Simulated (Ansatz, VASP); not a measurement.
**One calculation of Ta, two programs**

File INCAR:

```
ALGO     = Fast           # electronic algorithm
EDIFF    = 1E-7           # SCF threshold, eV
ENCUT    = 520            # plane-wave cutoff, eV
GGA      = PS             # functional
ISIF     = 2              # what is computed and relaxed
ISMEAR   = 0              # smearing method
LASPH    = T              # aspherical terms in the spheres
LCHARG   = T              # write CHGCAR
LELF     = T              # ELF
LREAL    = F              # projectors in reciprocal space
LVHAR    = T            
LWAVE    = F              # write WAVECAR
NBANDS   = 18             # bands
NELM     = 60             # most SCF steps
PREC     = Accurate       # precision mode
SIGMA    = 0.15           # smearing width, eV
```

The input KPOINTS:

```
k-points
0
Gamma
  18 18 10
```

Contents of POSCAR:

```
Ta
1.0
    2.9003720726      0.0000000000      0.0000000000
   -1.4501860363      2.5117958953      0.0000000000
    0.0000000000      0.0000000000      5.3212622200
Ta
2
Direct
    0.6666666667      0.3333333333      0.7500000000
    0.3333333333      0.6666666667      0.2500000000
```

Input for Ansatz:

```yaml
crystal:
  lattice:
    - [2.9003720726, 0.0, 0.0]
    - [-1.4501860363, 2.5117958953, 0.0]
    - [0.0, 0.0, 5.32126222]
  atoms:
    - { symbol: Ta, position: [0.6666666667, 0.3333333333, 0.75] }
    - { symbol: Ta, position: [0.3333333333, 0.6666666667, 0.25] }
basis:
  ecutwfc: 420
kpoints:
  mp_grid: { grid: [18, 18, 10] }
hamiltonian:
  xc: pbesol
scf:
  occupations: { method: gaussian, width: 0.15 }
output:
  forces: true
  stress: true
  eigenvalues: true
```

Change from the starting cell: strain +0.0300 x Voigt [0, 0, 1, 0, 0, 0], atoms carried along.

Alike in both runs: task single point; functional PBEsol; k mesh 18 × 18 × 10; occupations gaussian, width 0.15 eV; no spin polarisation.

|  | VASP | Ansatz |
| --- | --- | --- |
| version | VASP 6.6.1 | Ansatz 0.2.0 |
| potentials or method | VASP PAW PBE potentials, release 64 (Ta_pv), cutoff 520 eV | scalar-relativistic, plane waves, PAW |
| valence electrons in the cell | 22 | 26 |

```csv
,VASP,Ansatz,Ansatz less VASP
gap on the k mesh at the Fermi level (eV),none,none,-
pressure (GPa),-11.4,-11.5,-0.06
"traceless stress, the component that is largest in VASP (GPa)",-3.15,-3.15,-0.004
```

VASP's potentials were made for PBE, not for PBEsol. A gap of «none» marks a metal or a gap that the smearing closes. VASP's potentials hold 22 valence electrons a cell and Ansatz's 26, so a difference there can come from the potentials and not from the codes.

Neither program's run includes spin-orbit coupling.
